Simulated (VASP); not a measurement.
# F (C2/c) in VASP: dielectric tensor with PBE

Aim: the dielectric tensor of F with PBE.

All numbers are computed with VASP 6.6.1; they aren't measurements. Logs are shortened: lines on timing, memory, paths and dates and some standing lists are left out, and cuts for length are marked.

### 1 The cell of the first run

Symmetry: C2/c, No. 15, monoclinic system. The conventional cell has a = 4.946 Å, b = 3.231 Å, c = 6.535 Å, α = 90.00°, β = 90.38°, γ = 90.00°. Within 1.9 Å of F (site symmetry 1) lie 1 F at 1.40 Å.

### 2 Dielectric tensor, PBE

Input file INCAR:

```
SYSTEM = F
PREC     = Accurate       ! precision mode
ENCUT    = 520            ! plane-wave cutoff, eV
EDIFF    = 1E-8           ! SCF threshold, eV
ISMEAR   = 0              ! smearing method
SIGMA    = 0.01           ! smearing width, eV
LREAL    = .FALSE.        ! projectors in reciprocal space
LASPH    = .TRUE.         ! aspherical terms in the spheres
NELM     = 100            ! most SCF steps
ALGO     = Normal         ! electronic algorithm
ISIF     = 2              ! what is computed and relaxed
LWAVE    = .FALSE.        ! write WAVECAR
LCHARG   = .FALSE.        ! write CHGCAR
GGA      = PE             ! functional
LEPSILON = .TRUE.         ! dielectric tensor by DFPT
```

Input file KPOINTS:

```
regular mesh
0
G
  8 8 4
  0 0 0
```

Input file POSCAR:

```
F
1.0
    2.4704060226     -1.6156446729      0.1165140155
    2.4704060226      1.6156446729      0.1165140155
   -0.2647424438      0.0000000000      6.5292187134
F
4
Direct
    0.5941752474      0.9046440903      0.5964352601
    0.0953559097      0.4058247526      0.9035647399
    0.4058247526      0.0953559097      0.4035647399
    0.9046440903      0.5941752474      0.0964352601
```

Potentials or basis: VASP PAW PBE potentials, release 64 (F).

Started as:

```
cat potpaw_PBE.64/F/POTCAR > POTCAR
mpirun -np 1 vasp_std > vasp.out
```

OUTCAR:

```text
SYSTEM = F
   PREC = Accurate
   ENCUT = 520
   EDIFF = 1E-8
   ISMEAR = 0
   LREAL = .FALSE.
   LASPH = .TRUE.
   NELM = 100
   ISIF = 2
   GGA = PE
   LEPSILON = .TRUE.

 ion  position               nearest neighbor table
   1  0.594  0.905  0.596-   3 1.40
   2  0.095  0.406  0.904-   4 1.40
   3  0.406  0.095  0.404-   1 1.40
   4  0.905  0.594  0.096-   2 1.40

  LATTYP: Found a base centered monoclinic cell.
 ALAT       =     4.9463042496
 B/A-ratio  =     0.6532734710
 C/A-ratio  =     1.3211042993
 COS(beta)  =    -0.0066038012

  Lattice vectors:

 A1 = (  -2.4704060226,   1.6156446729,  -0.1165140155)
 A2 = (  -2.4704060226,  -1.6156446729,  -0.1165140155)
 A3 = (  -0.2647424438,   0.0000000000,   6.5292187134)

Analysis of symmetry for initial positions (statically):
=====================================================================
 Subroutine PRICEL returns:
 Original cell was already a primitive cell.

 Routine SETGRP: Setting up the symmetry group for a
 base centered monoclinic supercell.

 Subroutine GETGRP returns: Found  4 space group operations
 (whereof  2 operations were pure point group operations)
 out of a pool of  4 trial point group operations.

The static configuration has the point symmetry S_2 .
 The point group associated with its full space group is C_2h.

Analysis of symmetry for dynamics (positions and initial velocities):
=====================================================================
 Subroutine PRICEL returns:
 Original cell was already a primitive cell.

 Routine SETGRP: Setting up the symmetry group for a
 base centered monoclinic supercell.

 Subroutine GETGRP returns: Found  4 space group operations
 (whereof  2 operations were pure point group operations)
 out of a pool of  4 trial point group operations.

The dynamic configuration has the point symmetry S_2 .
 The point group associated with its full space group is C_2h.

 Subroutine INISYM returns: Found  4 space group operations
 (whereof  2 operations are pure point group operations),
 and found     1 'primitive' translations

----------------------------------------------------------------------------------------

                                     Primitive cell

  volume of cell :      52.2198

  direct lattice vectors                    reciprocal lattice vectors
     2.470406023 -1.615644673  0.116514015     0.202009562 -0.309473988  0.008190950
     2.470406023  1.615644673  0.116514015     0.202009562  0.309473988  0.008190950
    -0.264742444  0.000000000  6.529218713    -0.007209728  0.000000000  0.152865346

  length of vectors
     2.954113935  2.954113935  6.534583810     0.369660796  0.369660796  0.153035271

  position of ions in fractional coordinates (direct lattice)
     0.594175247  0.904644090  0.596435260
     0.095355910  0.405824753  0.903564740
     0.405824753  0.095355910  0.403564740
     0.904644090  0.594175247  0.096435260

  ion indices of the primitive-cell ions
   primitive index   ion index
                 1           1
                 2           2
                 3           3
                 4           4

----------------------------------------------------------------------------------------

 KPOINTS: regular mesh

Automatic generation of k-mesh.
 Grid dimensions read from file:
 generate k-points for:    8    8    4

 Generating k-lattice:

  Cartesian coordinates                     Fractional coordinates (reciprocal lattice)
     0.025251195 -0.038684248  0.001023869     0.125000000  0.000000000  0.000000000
     0.025251195  0.038684248  0.001023869     0.000000000  0.125000000  0.000000000
    -0.001802432  0.000000000  0.038216337    -0.000000000 -0.000000000  0.250000000
[... 86 lines left out ...]
   LEPSILON=     T    determine dielectric tensor
   LRPA    =     F    only Hartree local field effects (RPA)
 non-spin polarized calculation
 Gauss-broadening in eV      SIGMA  =   0.01
  energy-cutoff  :      520.00
  volume of cell :       52.22
 maximum number of plane-waves:      1423
 NGX is ok and might be reduce to    24
   NGX = 11   NGY = 11   NGZ = 25

--------------------------------------- Ionic step        1  -------------------------------------------

 number of electron      28.0000018 magnetization

 E-fermi :  -4.0521     XC(G=0):  -8.5665

 val. band max:       -4.0943705606   @ k =   0.0000   0.0000   0.0000
 cond. band min:      -1.2159267610   @ k =   0.0000   0.0000   0.0000
 fundamental gap:      2.8784437996
 Fermi energy:        -4.0521304139

 k-point     1 :       0.0000    0.0000    0.0000
  band No.  band energies     occupation
      1     -29.4545      2.00000
      2     -29.2652      2.00000
      3     -22.9891      2.00000
      4     -22.4433      2.00000
      5     -11.0458      2.00000
      6      -9.9759      2.00000
[... 481 lines left out ...]
      5     -10.8244      2.00000
      6     -10.2508      2.00000
[... 10 lines left out ...]
     17       7.6633      0.00000
     18       9.0821      0.00000

 [... further k-points ...]

  FORCE on cell =-STRESS in cart. coord.  units (eV):
  Direction    XX          YY          ZZ          XY          YZ          ZX
  --------------------------------------------------------------------------------------
  -------------------------------------------------------------------------------------
  Total        0.7980497      1.2697848      2.8557566      0.0000000      0.0000000     -0.0951069
  in kB       24.4852973     38.9587984     87.6186640      0.0000000      0.0000000     -2.9180136
  external PRESSURE =      50.3542533 kB  Pullay stress =       0.0000000 kB

 VOLUME and BASIS-vectors are now :
 -----------------------------------------------------------------------------
  energy-cutoff  :      520.00
  volume of cell :       52.22
      direct lattice vectors                 reciprocal lattice vectors
     2.470406023 -1.615644673  0.116514015     0.202009562 -0.309473988  0.008190950
     2.470406023  1.615644673  0.116514015     0.202009562  0.309473988  0.008190950
    -0.264742444  0.000000000  6.529218713    -0.007209728  0.000000000  0.152865346

 POSITION                                       TOTAL-FORCE (eV/Angst)
 -----------------------------------------------------------------------------------
      3.54479      0.50161      4.06889        -0.040726     -0.423588      0.909528
      0.99891      0.50161      5.95797         0.040726     -0.423588     -0.909528
      1.13128     -0.50161      2.69336         0.040726      0.423588     -0.909528
      3.67716     -0.50161      0.80428        -0.040726      0.423588      0.909528
 -----------------------------------------------------------------------------------
    total drift:                               -0.000000     -0.000000      0.000000

  FREE ENERGIE OF THE ION-ELECTRON SYSTEM (eV)
  ---------------------------------------------------
  free  energy   TOTEN  =        -7.1608867967 eV

  energy  without entropy=       -7.1608867967  energy(sigma->0) =       -7.16088680

 HEAD OF MICROSCOPIC STATIC DIELECTRIC TENSOR (INDEPENDENT PARTICLE, excluding Hartree and local field effects)
 ------------------------------------------------------
           1.632796     0.000000    -0.071241
           0.000000     2.093122     0.000000
          -0.071241     0.000000     3.248325
 ------------------------------------------------------

 Free energy of the ion-electron system (eV)
  ---------------------------------------------------
  ---------------------------------------------------
  free energy    TOTEN  =        -0.09469306 eV

  energy without entropy =       -0.09469306

------------------------ aborting loop because EDIFF is reached ----------------------------------------

--------------------------------------- Ionic step        2  -------------------------------------------

------------------------ aborting loop because EDIFF is reached ----------------------------------------

--------------------------------------- Ionic step        3  -------------------------------------------

 Free energy of the ion-electron system (eV)
  ---------------------------------------------------
  ---------------------------------------------------
  free energy    TOTEN  =        -0.25718752 eV

  energy without entropy =       -0.25718752

------------------------ aborting loop because EDIFF is reached ----------------------------------------

 PIEZOELECTRIC TENSOR FIELD DIRECTION 3  (e Angst)
 -----------------------------------------------------------------------------
     0.00005  0.00000  0.00013           (  0.00000  0.00000 -0.00001)
     0.00000  0.00054  0.00000           (  0.00000  0.00001  0.00000)
     0.00013  0.00000 -0.00033           ( -0.00001  0.00000 -0.00001)

 PIEZOELECTRIC TENSOR FIELD DIRECTION 3  (C/m^2)
 -----------------------------------------------------------------------------
     0.00002  0.00000  0.00004
     0.00000  0.00017  0.00000
     0.00004  0.00000 -0.00010

 MACROSCOPIC STATIC DIELECTRIC TENSOR (including local field effects in DFT)
 ------------------------------------------------------
           1.601367     0.000000    -0.044859
           0.000000     1.850285     0.000000
          -0.044858     0.000000     2.636007
 ------------------------------------------------------

 PIEZOELECTRIC TENSOR (including local field effects)  for field in x, y, z        (e  Angst)
          XX          YY          ZZ          XY          YZ          ZX
  --------------------------------------------------------------------------------
  x     0.00000     0.00000     0.00000     0.00000     0.00000     0.00000
  y     0.00000     0.00000     0.00000     0.00000     0.00000     0.00000
  z     0.00000     0.00000     0.00000     0.00000     0.00000     0.00000

 PIEZOELECTRIC TENSOR (including local field effects)  for field in x, y, z        (C/m^2)
          XX          YY          ZZ          XY          YZ          ZX
  --------------------------------------------------------------------------------
  x     0.00000     0.00000     0.00000     0.00000     0.00000     0.00000
  y     0.00000     0.00000     0.00000     0.00000     0.00000     0.00000
  z     0.00000     0.00000     0.00000     0.00000     0.00000     0.00000

 BORN EFFECTIVE CHARGES (including local field effects) (in |e|, cummulative output)
 ---------------------------------------------------------------------------------
 ion    1
    1     0.00000     0.00468     0.00000
    2     0.00277     0.00000    -0.08097
    3     0.00000    -0.12141     0.00000
 ion    2
    1     0.00000    -0.00468     0.00000
    2    -0.00277     0.00000     0.08097
    3     0.00000     0.12141     0.00000
 ion    3
    1     0.00000     0.00468     0.00000
    2     0.00277     0.00000    -0.08097
    3     0.00000    -0.12141     0.00000
 ion    4
    1     0.00000    -0.00468     0.00000
    2    -0.00277     0.00000     0.08097
    3     0.00000     0.12141     0.00000
```

It took 5.6 min on 1 thread of Intel Xeon Platinum 8259CL at 2.50GHz (Skylake/Cascade Lake), shared host; peak memory 0.31 GiB.

What came out:

```
Band gap on the k mesh                  : 2.88 eV
Electronic dielectric tensor (diagonal) : 1.60, 1.85, 2.64
Born charges (mean of the diagonal)     : F +0.00 e
```

Levels at points of the mesh, in eV from the valence-band top:
```
           k point  band 12  band 13  band 14  band 15  band 16  band 17
(0.00, 0.00, 0.00)    -0.20    -0.03     0.00     2.88     3.96     9.99
(0.50, 0.00, 0.00)    -0.58    -0.11    -0.11     3.55     3.55    14.85
(0.50, 0.50, 0.00)    -0.68    -0.25    -0.24     3.20     3.85    15.24
(0.00, 0.00, 0.50)    -0.39    -0.02    -0.02     3.40     3.40    10.93
(0.50, 0.00, 0.50)    -0.49    -0.07    -0.06     3.49     3.50    15.14
(0.50, 0.50, 0.50)    -0.59    -0.49    -0.49     3.52     3.52    15.68
```

Electronic dielectric tensor:
```
 1.60  0.00 -0.04
 0.00  1.85  0.00
-0.04  0.00  2.64
```

Born effective charge tensors (e):
atom 1, F
```
 0.00  0.00  0.00
 0.00  0.00 -0.08
 0.00 -0.12  0.00
```
atom 2, F
```
0.00 0.00 0.00
0.00 0.00 0.08
0.00 0.12 0.00
```
atom 3, F
```
 0.00  0.00  0.00
 0.00  0.00 -0.08
 0.00 -0.12  0.00
```
atom 4, F
```
0.00 0.00 0.00
0.00 0.00 0.08
0.00 0.12 0.00
```

Caveat: this functional lacks dispersion, which holds the molecules together, so the pressure and a relaxed volume are unreliable. A k mesh can miss the band edges.
